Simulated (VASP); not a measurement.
# Sb3Au in VASP: further runs, part 2 of 2

VASP 6.6.1.

## 3. Single point, LDA (27.81 Å³/atom)

This run uses another cell than the first one, of 27.81 Å³/atom.

INCAR reads:

```
SYSTEM = Sb3Au
PREC     = Accurate       ! precision mode
ENCUT    = 520            ! plane-wave cutoff, eV
EDIFF    = 1E-6           ! SCF threshold, eV
ISMEAR   = -1             ! smearing method
SIGMA    = 0.05           ! smearing width, eV
LREAL    = .FALSE.        ! projectors in reciprocal space
LASPH    = .TRUE.         ! aspherical terms in the spheres
NELM     = 100            ! most SCF steps
ALGO     = Normal         ! electronic algorithm
ISIF     = 2              ! what is computed and relaxed
LWAVE    = .FALSE.        ! write WAVECAR
LCHARG   = .TRUE.         ! write CHGCAR
LELF     = .TRUE.         ! ELF
LVHAR    = .TRUE.       
NBANDS   = 21             ! bands
```

KPOINTS reads:

```
Automatic mesh
0
G
  10 10 10
  0 0 0
```

POSCAR reads:

```
Sb3Au
1.0
   -3.0298327000      3.0298327000      3.0298327000
    3.0298327000     -3.0298327000      3.0298327000
    3.0298327000      3.0298327000     -3.0298327000
Sb Au
3 1
Direct
    0.0000000000      0.5000000000      0.5000000000
    0.5000000000      0.0000000000      0.5000000000
    0.5000000000      0.5000000000      0.0000000000
    0.0000000000      0.0000000000      0.0000000000
```

Potentials or basis: VASP PAW LDA potentials, release 64 (Sb, Au).

Command:

```bash
$ cat potpaw_LDA.64/Sb/POTCAR potpaw_LDA.64/Au/POTCAR > POTCAR
$ mpirun -np 1 vasp_std > vasp.out
```

OUTCAR:

```text
SYSTEM = Sb3Au
   PREC = Accurate
   ENCUT = 520
   EDIFF = 1E-6
   ISMEAR = -1
   LREAL = .FALSE.
   LASPH = .TRUE.
   NELM = 100
   ISIF = 2

 ion  position               nearest neighbor table
   1  0.000  0.500  0.500-   2 3.03   3 3.03   4 3.03   4 3.03   3 3.03   2 3.03
   2  0.500  0.000  0.500-   1 3.03   3 3.03   4 3.03   3 3.03   4 3.03   1 3.03
   3  0.500  0.500  0.000-   1 3.03   2 3.03   4 3.03   2 3.03   1 3.03   4 3.03
   4  0.000  0.000  0.000-   1 3.03   2 3.03   3 3.03   1 3.03   2 3.03   3 3.03

[... 774 lines left out ...]
  Direction    XX          YY          ZZ          XY          YZ          ZX
  --------------------------------------------------------------------------------------
  -------------------------------------------------------------------------------------
  Total       -5.0657690     -5.0657690     -5.0657690      0.0000000      0.0000000      0.0000000
  in kB      -72.9524740    -72.9524740    -72.9524740      0.0000000      0.0000000      0.0000000
  external PRESSURE =     -72.9524740 kB  Pullay stress =       0.0000000 kB

 VOLUME and BASIS-vectors are now :
 -----------------------------------------------------------------------------
  energy-cutoff  :      520.00
  volume of cell :      111.25
      direct lattice vectors                 reciprocal lattice vectors
    -3.029832700  3.029832700  3.029832700     0.000000000  0.165025613  0.165025613
     3.029832700 -3.029832700  3.029832700     0.165025613  0.000000000  0.165025613
     3.029832700  3.029832700 -3.029832700     0.165025613  0.165025613  0.000000000

 POSITION                                       TOTAL-FORCE (eV/Angst)
 -----------------------------------------------------------------------------------
      3.02983      0.00000      0.00000        -0.000000      0.000000     -0.000000
      0.00000      3.02983      0.00000         0.000000     -0.000000     -0.000000
      0.00000      0.00000      3.02983        -0.000000      0.000000      0.000000
      0.00000      0.00000      0.00000        -0.000000     -0.000000      0.000000
 -----------------------------------------------------------------------------------
    total drift:                               -0.000000      0.000000      0.000000

  FREE ENERGIE OF THE ION-ELECTRON SYSTEM (eV)
  ---------------------------------------------------
  free  energy   TOTEN  =       -18.4647903731 eV

  energy  without entropy=      -18.4472296188  energy(sigma->0) =      -18.45601000
```

Wall time 55 s (1 thread of Intel Xeon 6975P-C (Granite Rapids), shared host); peak memory 0.26 GiB.

What came out:

```yaml
Free_energy: -18.4648 eV
Pressure: -7.3 GPa
Band_gap_on_the_k_mesh: zero (bands 13 and 14 overlap by 2.76 eV)
```

Caveat: the cell stands under tension; spin-orbit coupling is left out, which moves the levels of the heavy elements.

## 4. Single point, LDA (28.66 Å³/atom)

This run uses another cell than the first one, of 28.66 Å³/atom.

INCAR reads:

```
PREC = Accurate
ENCUT = 520
EDIFF = 1E-7
ISMEAR = -1
SIGMA = 0.05
LREAL = False
LASPH = True
NELM = 100
ALGO = Normal
ISIF = 2
LWAVE = False
LCHARG = False
NBANDS = 21
```

KPOINTS reads:

```
regular mesh
0
Gamma
  10 10 10
```

POSCAR reads:

```
Sb3Au
1.0
   -3.0601330371      3.0601330371      3.0601330371
    3.0601330371     -3.0601330371      3.0601330371
    3.0601330371      3.0601330371     -3.0601330371
Sb Au
3 1
Direct
    0.0000000000      0.5000000000      0.5000000000
    0.5000000000      0.0000000000      0.5000000000
    0.5000000000      0.5000000000      0.0000000000
    0.0000000000      0.0000000000      0.0000000000
```

Command:

```bash
$ cat potpaw_LDA.64/Sb/POTCAR potpaw_LDA.64/Au/POTCAR > POTCAR
$ mpirun -np 1 vasp_std > vasp.out
```

It took 46 s on 1 thread of Intel Xeon 6975P-C (Granite Rapids), shared host; peak memory 0.27 GiB.

Results (log left out):

* Free energy: -18.2985 eV
* Pressure: -8.5 GPa
* Band gap on the k mesh: zero (bands 13 and 14 overlap by 2.62 eV)

Levels at points of the mesh, in eV from the Fermi level:
```
           k point  band 11  band 12  band 13  band 14  band 15  band 16
(0.00, 0.00, 0.00)    -3.23    -1.32    -1.32    -1.32    -1.07     3.86
(0.50, 0.00, 0.00)    -1.92    -0.44    -0.10     0.08     0.90     2.40
(0.50, 0.50, 0.50)    -3.39    -0.08    -0.08    -0.08    -0.08     5.75
```

Caveat: the cell stands under tension; spin-orbit coupling is left out, which moves the levels of the heavy elements.

## 5. Single point, LDA (29.78 Å³/atom)

This run uses another cell than the first one, of 29.78 Å³/atom.

INCAR reads:

```
ALGO = Normal
EDIFF = 1E-7
ENCUT = 520
ISIF = 2
ISMEAR = -1
LASPH = True
LCHARG = False
LREAL = False
LWAVE = False
NBANDS = 21
NELM = 100
PREC = Accurate
SIGMA = 0.05
```

KPOINTS reads:

```
k-points
0
Gamma
  10 10 10
```

POSCAR reads:

```
Sb3Au
1.0
   -3.0996229802      3.0996229802      3.0996229802
    3.0996229802     -3.0996229802      3.0996229802
    3.0996229802      3.0996229802     -3.0996229802
Sb Au
3 1
Direct
    0.0000000000      0.5000000000      0.5000000000
    0.5000000000      0.0000000000      0.5000000000
    0.5000000000      0.5000000000      0.0000000000
    0.0000000000      0.0000000000      0.0000000000
```

Command:

```bash
$ cat potpaw_LDA.64/Sb/POTCAR potpaw_LDA.64/Au/POTCAR > POTCAR
$ mpirun -np 1 vasp_std > vasp.out
```

It took 46 s on 1 thread of Intel Xeon 6975P-C (Granite Rapids), shared host; peak memory 0.27 GiB.

Results (log left out):

```
Free energy            : -18.0420 eV
Pressure               : -9.8 GPa
Band gap on the k mesh : zero (bands 13 and 14 overlap by 2.44 eV)
```

Levels at points of the mesh, in eV from the Fermi level:
```csv
k point,band 9,band 10,band 11,band 12,band 13,band 14,band 15,band 16,band 17,band 18
"(0.00, 0.00, 0.00)",-3.24,-3.16,-3.16,-1.22,-1.22,-1.22,-1.07,3.91,3.91,3.91
"(0.50, 0.00, 0.00)",-2.86,-2.61,-1.79,-0.41,-0.11,0.07,0.80,2.27,4.32,4.63
"(0.50, 0.50, 0.50)",-3.47,-3.28,-3.28,-0.23,-0.06,-0.06,-0.06,5.49,5.49,5.49
```

Caveat: the cell stands under tension; spin-orbit coupling is left out, which moves the levels of the heavy elements.

## 6. Single point, LDA (zz strain of +1 %)

INCAR reads:

```
PREC = Accurate
ENCUT = 520
EDIFF = 1E-7
ISMEAR = -1
SIGMA = 0.05
LREAL = False
LASPH = True
NELM = 100
ALGO = Normal
ISIF = 2
LWAVE = False
LCHARG = False
GGA = CA
NBANDS = 21
```

KPOINTS reads:

```
Automatic mesh
0
Gamma
  10 10 10
```

POSCAR reads:

```
Sb3Au
1.0
   -3.0400000000      3.0400000000      3.0704000000
    3.0400000000     -3.0400000000      3.0704000000
    3.0400000000      3.0400000000     -3.0704000000
Sb Au
3 1
Direct
    0.0000000000      0.5000000000      0.5000000000
    0.5000000000      0.0000000000      0.5000000000
    0.5000000000      0.5000000000      0.0000000000
    0.0000000000      0.0000000000      0.0000000000
```

Potentials or basis: VASP PAW LDA potentials, release 64 (Sb, Au).

Command:

```bash
$ cat potpaw_LDA.64/Sb/POTCAR potpaw_LDA.64/Au/POTCAR > POTCAR
$ mpirun -np 1 vasp_std > vasp.out
```

Run time: 97 s. Hardware: 1 thread of AMD EPYC 9R45 (Zen 5), shared host; peak memory 0.33 GiB.

It converged, with:

| Quantity | Value |
| --- | --- |
| Free energy | -18.3551 eV |
| Pressure | -8.1 GPa |
| Band gap on the k mesh | zero (bands 13 and 14 overlap by 2.62 eV) |

Stress tensor (GPa, compression positive):
```
-7.90  0.00  0.00
 0.00 -7.90  0.00
 0.00  0.00 -8.59
```

Levels at points of the mesh, in eV from the Fermi level:
```tsv
k point	band 9	band 10	band 11	band 12	band 13	band 14	band 15	band 16	band 17	band 18
(0.00, 0.00, 0.00)	-3.37	-3.25	-3.24	-1.35	-1.35	-1.33	-1.07	3.84	3.84	3.88
(0.50, 0.00, 0.00)	-2.94	-2.75	-1.96	-0.46	-0.13	0.08	0.90	2.42	4.57	4.67
(0.50, 0.50, 0.00)	-2.98	-2.69	-1.95	-0.42	-0.06	0.11	0.98	2.46	4.61	4.67
(0.50, 0.50, 0.50)	-3.64	-3.42	-3.41	-0.12	-0.12	-0.05	-0.02	5.66	5.89	5.89
```

Caveat: the cell differs from its parent crystal (zz strain of +1 %); the cell stands under tension; spin-orbit coupling is left out, which moves the levels of the heavy elements.

## 7. Summary

| cell | gap on the mesh (eV) | pressure (GPa) |
| --- | --- | --- |
| a = 5.194 Å, angles 109.5°, 4 atoms | none | -5.8 |
| a = 5.248 Å, angles 109.5°, 4 atoms | none | -7.3 |
| a = 5.300 Å, angles 109.5°, 4 atoms | none | -8.5 |
| a = 5.369 Å, angles 109.5°, 4 atoms | none | -9.8 |
| a = 5.283 Å, angles 109.7, 109.7, 108.9°, 4 atoms | none | -8.1 |

Alike in all rows: task single point; level LDA; potentials or basis VASP PAW LDA potentials, release 64 (Sb, Au); no spin polarisation; k mesh 10 × 10 × 10; cutoff (eV) 520; smearing fermi-dirac 0.05 eV.

Caveats: the cell stands under tension; spin-orbit coupling is left out, which moves the levels of the heavy elements.

Total energies depend on the potentials used, so only differences within one code and one set of settings carry meaning.
